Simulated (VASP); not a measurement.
# Hg (P6/mmm) in VASP: further runs

Hg is run at these levels: PBEsol; tasks: single point.

Everything below comes from runs of VASP 6.6.1. Logs are shortened: lines on timing, memory, paths and dates and some standing lists are left out, and cuts for length are marked.

### Step 1. The cell of the first run

It takes space group P6/mmm (No. 191, hexagonal). The conventional cell has a = 4.540 Å, b = 4.540 Å, c = 3.831 Å, α = 90.00°, β = 90.00°, γ = 120.00°. Hg (site symmetry -6m2) has 9 Hg at 2.62 to 3.25 Å within 3.5 Å. Hg (site symmetry 6/mmm) has 14 Hg at 3.25 to 3.83 Å within 4.3 Å.

### Step 2. Single point, PBEsol (zz strain of -1 %)

Contents of INCAR:

```
ALGO = Normal
EDIFF = 1E-7
ENCUT = 520
GGA = PS
ISIF = 2
ISMEAR = -1
LASPH = T
LCHARG = T
LELF = T
LREAL = F
LVHAR = T
LWAVE = F
NBANDS = 25
NELM = 60
PREC = Accurate
SIGMA = 0.05
```

Contents of KPOINTS:

```
k-points
0
Gamma
  8 8 9
```

Contents of POSCAR:

```
Hg
1.0
    4.5400020208      0.0000000000      0.0000000000
   -2.2700010104      3.9317570832      0.0000000000
    0.0000000000      0.0000000000      3.8313000000
Hg
3
Direct
    0.3333333333      0.6666666667      0.5000000000
    0.0000000000      0.0000000000      0.0000000000
    0.6666666667      0.3333333333      0.5000000000
```

Potentials or basis: VASP PAW PBE potentials, release 64 (Hg).

Started as:

```bash
$ cat potpaw_PBE.64/Hg/POTCAR > POTCAR
$ mpirun -np 1 vasp_std > vasp.out
```

OUTCAR:

```text
EDIFF = 1E-7
   ENCUT = 520
   GGA = PS
   ISIF = 2
   ISMEAR = -1
   LASPH = T
   LREAL = F
   NELM = 60
   PREC = Accurate

 ion  position               nearest neighbor table
   1  0.333  0.667  0.500-   3 2.62   3 2.62   3 2.62   2 3.25   2 3.25   2 3.25   2 3.25   2 3.25
                             2 3.25
   2  0.000  0.000  0.000-   1 3.25   3 3.25   1 3.25   3 3.25   1 3.25   1 3.25   3 3.25   3 3.25
                             3 3.25   3 3.25   1 3.25   1 3.25
   3  0.667  0.333  0.500-   1 2.62   1 2.62   1 2.62   2 3.25   2 3.25   2 3.25   2 3.25   2 3.25
                             2 3.25

  LATTYP: Found a hexagonal cell.
 ALAT       =     4.5400020208
 C/A-ratio  =     0.8438983028

  Lattice vectors:

 A1 = (   4.5400020208,   0.0000000000,   0.0000000000)
 A2 = (  -2.2700010104,   3.9317570832,   0.0000000000)
 A3 = (   0.0000000000,   0.0000000000,   3.8313000000)

Analysis of symmetry for initial positions (statically):
=====================================================================
 Subroutine PRICEL returns:
 Original cell was already a primitive cell.

 Routine SETGRP: Setting up the symmetry group for a
 hexagonal supercell.

 Subroutine GETGRP returns: Found 24 space group operations
 (whereof 24 operations were pure point group operations)
 out of a pool of 24 trial point group operations.

The static configuration has the point symmetry D_6h.

Analysis of symmetry for dynamics (positions and initial velocities):
=====================================================================
 Subroutine PRICEL returns:
 Original cell was already a primitive cell.

 Routine SETGRP: Setting up the symmetry group for a
 hexagonal supercell.

 Subroutine GETGRP returns: Found 24 space group operations
 (whereof 24 operations were pure point group operations)
 out of a pool of 24 trial point group operations.

The dynamic configuration has the point symmetry D_6h.

 Subroutine INISYM returns: Found 24 space group operations
 (whereof 24 operations are pure point group operations),
 and found     1 'primitive' translations

----------------------------------------------------------------------------------------

                                     Primitive cell

  volume of cell :      68.3894

  direct lattice vectors                    reciprocal lattice vectors
     4.540002021  0.000000000  0.000000000     0.220264219  0.127169606  0.000000000
    -2.270001010  3.931757083  0.000000000     0.000000000  0.254339212  0.000000000
     0.000000000  0.000000000  3.831300000     0.000000000  0.000000000  0.261008013

  length of vectors
     4.540002021  4.540002021  3.831300000     0.254339212  0.254339212  0.261008013

  position of ions in fractional coordinates (direct lattice)
     0.333333333  0.666666667  0.500000000
     0.000000000  0.000000000  0.000000000
     0.666666667  0.333333333  0.500000000

  ion indices of the primitive-cell ions
   primitive index   ion index
                 1           1
                 2           2
                 3           3

----------------------------------------------------------------------------------------

 KPOINTS: k-points

Automatic generation of k-mesh.
 Grid dimensions read from file:
 generate k-points for:    8    8    9

 Generating k-lattice:

  Cartesian coordinates                     Fractional coordinates (reciprocal lattice)
     0.027533027  0.015896201  0.000000000     0.125000000  0.000000000  0.000000000
     0.000000000  0.031792402  0.000000000     0.000000000  0.125000000  0.000000000
     0.000000000  0.000000000  0.029000890     0.000000000  0.000000000  0.111111111

  Length of vectors
     0.031792402  0.031792402  0.029000890

  Shift w.r.t. Gamma in fractional coordinates (k-lattice)
     0.000000000  0.000000000  0.000000000

 Subroutine IBZKPT returns following result:
 ===========================================

 Found     50 irreducible k-points:

 Following reciprocal coordinates:
            Coordinates               Weight
  0.000000  0.000000  0.000000      1.000000
  0.125000  0.000000  0.000000      6.000000
  0.250000  0.000000  0.000000      6.000000
  0.375000  0.000000  0.000000      6.000000
  0.500000  0.000000  0.000000      3.000000
  0.125000  0.125000  0.000000      6.000000
[... 16 lines left out ...]
  0.250000  0.000000  0.222222     12.000000
  0.375000  0.000000  0.222222     12.000000
 [... further k-points ...]
   k-points           NKPTS =     50   k-points in BZ     NKDIM =     50   number of bands    NBANDS=     25
   number of dos      NEDOS =    301   number of ions     NIONS =      3
   total plane-waves  NPLWV =  36288
   dimension x,y,z NGX =    36 NGY =   36 NGZ =   28
   dimension x,y,z NGXF=    72 NGYF=   72 NGZF=   56
   ions per type =               3
   NGX,Y,Z   is equivalent  to a cutoff of  13.18, 13.18, 12.15 a.u.
   NGXF,Y,Z  is equivalent  to a cutoff of  26.36, 26.36, 24.30 a.u.
 SYSTEM =  unknown system
   PREC   = accura    normal or accurate (medium, high low for compatibility)
   ISTART =      0    job   : 0-new  1-cont  2-samecut
   ICHARG =      2    charge: 1-file 2-atom 10-const
   ISPIN  =      1    spin polarized calculation?
   LNONCOLLINEAR =      F non collinear calculations
   LSORBIT =      F    spin-orbit coupling
   LASPH  =      T    aspherical Exc in radial PAW
   ENCUT  =  520.0 eV  38.22 Ry    6.18 a.u.   8.44  8.44  7.12*2*pi/ulx,y,z
   NELM   =     60;   NELMIN=  2; NELMDL= -5     # of ELM steps
   EDIFF  = 0.1E-06   stopping-criterion for ELM
   LREAL  =      F    real-space projection
   EDIFFG = 0.1E-05   stopping-criterion for IOM
   NSW    =      0    number of steps for IOM
   IBRION =     -1    ionic relax: 0-MD 1-quasi-New 2-CG
   NFREE  =      0    steps in history (QN), initial steepest desc. (CG)
   ISIF   =      2    stress and relaxation
   ISYM   =      2    0-nonsym 1-usesym 2-fastsym
   POTIM  = 0.5000    time-step for ionic-motion
   TEBEG  =    0.0;   TEEND  =   0.0 temperature during run
   PSTRESS=    0.0 pullay stress
   NELECT =      36.0000    total number of electrons
   NUPDOWN=      -1.0000    fix difference up-down
   EMIN   =  10.00;   EMAX   =-10.00  energy-range for DOS
   EFERMI =   0.00;   METHOD = LEGACY
   ISMEAR =    -1;   SIGMA  =   0.05  broadening in eV -4-tet -1-fermi 0-gaus
   EFERMI_NEDOS =   21; number of points for ismear=-14 and -15
   IALGO  =     38    algorithm
   IMIX   =      4    mixing-type and parameters
     AMIX     =   0.40;   BMIX     =  1.00
     AMIX_MAG =   1.60;   BMIX_MAG =  1.00
  volume/ion in A,a.u.               =      22.80       153.84
  Fermi-wavevector in a.u.,A,eV,Ry     =   1.321841  2.497918 23.772982  1.747265
  Thomas-Fermi vector in A             =   2.451566
   LORBIT       =      0    0 simple, 1 ext, 2 COOP (PROOUT), +10 PAW based schemes
   GGA     = PS    functional components
   LHFCALC =     F    Hartree Fock is set to
   AEXX    =    0.0000 exact exchange contribution
   IVDW    =     0    specifies the selected vdW correction
   LEPSILON=     F    determine dielectric tensor
   LRPA    =     F    only Hartree local field effects (RPA)
 non-spin polarized calculation
  energy-cutoff  :      520.00
  volume of cell :       68.39
 maximum number of plane-waves:      1869
 NGX is ok and might be reduce to    36
   NGX = 17   NGY = 17   NGZ = 15

 number of electron      35.9999999 magnetization

 Free energy of the ion-electron system (eV)
  ---------------------------------------------------
  ext. energy  EPLUGINS =         0.00000000
  ---------------------------------------------------
  free energy    TOTEN  =        -1.04996047 eV

  energy without entropy =       -1.04085247  energy(sigma->0) =       -1.04540647

 E-fermi :   3.0512     XC(G=0): -11.1678

 val. band max:        3.0450652870   @ k =   0.3750   0.0000   0.4444
 cond. band min:       3.0827373371   @ k =   0.3750   0.1250   0.3333
 fundamental gap:      0.0376720501
 Fermi energy:         3.0511853510

 k-point     1 :       0.0000    0.0000    0.0000
  band No.  band energies     occupation
      1      -7.0399      2.00000
      2      -5.2468      2.00000
      3      -4.9433      2.00000
      4      -4.9433      2.00000
      5      -4.7211      2.00000
      6      -4.7211      2.00000
[... 17 lines left out ...]
     24      11.1273      0.00000
     25      15.6168      0.00000

 k-point     2 :       0.1250    0.0000    0.0000
  band No.  band energies     occupation
      1      -6.8662      2.00000
      2      -5.2427      2.00000
      3      -5.1667      2.00000
      4      -5.1496      2.00000
      5      -4.8414      2.00000
      6      -4.7934      2.00000
[... 17 lines left out ...]
     24      11.3575      0.00000
     25      14.7030      0.00000

 k-point     3 :       0.2500    0.0000    0.0000
  band No.  band energies     occupation
      1      -6.3883      2.00000
      2      -5.6391      2.00000
      3      -5.4292      2.00000
      4      -5.0274      2.00000
      5      -4.9802      2.00000
      6      -4.8344      2.00000
[... 17 lines left out ...]
     24      12.5413      0.00000
     25      12.9327      0.00000

 k-point     4 :       0.3750    0.0000    0.0000
  band No.  band energies     occupation
      1      -5.9881      2.00000
      2      -5.7510      2.00000
      3      -5.5936      2.00000
      4      -5.1598      2.00000
      5      -4.7374      2.00000
      6      -4.7148      2.00000
[... 17 lines left out ...]
     24      12.2329      0.00000
     25      12.4736      0.00000
[... 477 lines left out ...]
 k-point    22 :       0.1250    0.0000    0.2222
  band No.  band energies     occupation
      1      -6.5878      2.00000
      2      -5.2614      2.00000
      3      -5.2426      2.00000
      4      -4.9984      2.00000
      5      -4.9891      2.00000
      6      -4.8178      2.00000
[... 17 lines left out ...]
     24      11.4303      0.00000
     25      11.6006      0.00000

 k-point    23 :       0.2500    0.0000    0.2222
  band No.  band energies     occupation
      1      -6.2531      2.00000
      2      -5.5728      2.00000
      3      -5.4761      2.00000
      4      -5.0876      2.00000
      5      -5.0185      2.00000
      6      -4.5766      2.00000
[... 17 lines left out ...]
     24      10.7775      0.00000
     25      13.0815      0.00000

 k-point    24 :       0.3750    0.0000    0.2222
  band No.  band energies     occupation
      1      -5.9913      2.00000
      2      -5.6944      2.00000
      3      -5.6263      2.00000
      4      -5.1571      2.00000
      5      -4.9978      2.00000
      6      -4.2426      2.00000
[... 17 lines left out ...]
     24      11.7907      0.00000
     25      13.8442      0.00000

 [... further k-points ...]
[... 5 lines left out ...]
  --------------------------------------------------------------------------------------
  -------------------------------------------------------------------------------------
  Total        5.7538201      5.7538201      0.0751106     -0.0000000      0.0000000      0.0000000
  in kB      134.7963023    134.7963023      1.7596366     -0.0000000      0.0000000      0.0000000
  external PRESSURE =      90.4507470 kB  Pullay stress =       0.0000000 kB

 VOLUME and BASIS-vectors are now :
 -----------------------------------------------------------------------------
  energy-cutoff  :      520.00
  volume of cell :       68.39
      direct lattice vectors                 reciprocal lattice vectors
     4.540002021  0.000000000  0.000000000     0.220264219  0.127169606  0.000000000
    -2.270001010  3.931757083  0.000000000     0.000000000  0.254339212  0.000000000
     0.000000000  0.000000000  3.831300000     0.000000000  0.000000000  0.261008013

 POSITION                                       TOTAL-FORCE (eV/Angst)
 -----------------------------------------------------------------------------------
     -0.00000      2.62117      1.91565        -0.000000     -0.000000     -0.000000
      0.00000      0.00000      0.00000        -0.000000      0.000000      0.000000
      2.27000      1.31059      1.91565         0.000000      0.000000      0.000000
 -----------------------------------------------------------------------------------
    total drift:                                0.000000     -0.000000     -0.000000

  FREE ENERGIE OF THE ION-ELECTRON SYSTEM (eV)
  ---------------------------------------------------
  free  energy   TOTEN  =        -1.0499604685 eV

  energy  without entropy=       -1.0408524749  energy(sigma->0) =       -1.04540647
```

It took 1.7 min on 1 thread of Intel Xeon 8259CL, shared host; peak memory 0.22 GiB.

Results:

```
Free energy            : -1.0500 eV
Pressure               : 9.0 GPa
Band gap on the k mesh : zero (bands 18 and 19 overlap by 5.12 eV)
```

Stress tensor (GPa, compression positive):
```
13.48  0.00  0.00
 0.00 13.48  0.00
 0.00  0.00  0.18
```

Levels at points of the mesh, in eV from the Fermi level:
```
           k point  band 16  band 17  band 18  band 19  band 20  band 21
(0.00, 0.00, 0.00)    -5.92     0.45     2.07     2.61     3.54     3.54
(0.50, 0.00, 0.00)    -5.77    -5.01    -0.76     0.33     6.24     6.28
```

Caveat: the cell differs from its parent crystal (zz strain of -1 %); the cell stands under pressure; the PAW data sets were made with another functional, which shifts forces and pressure a little; spin-orbit coupling is left out, which moves the levels of the heavy elements.

[end of part 1 of 2]
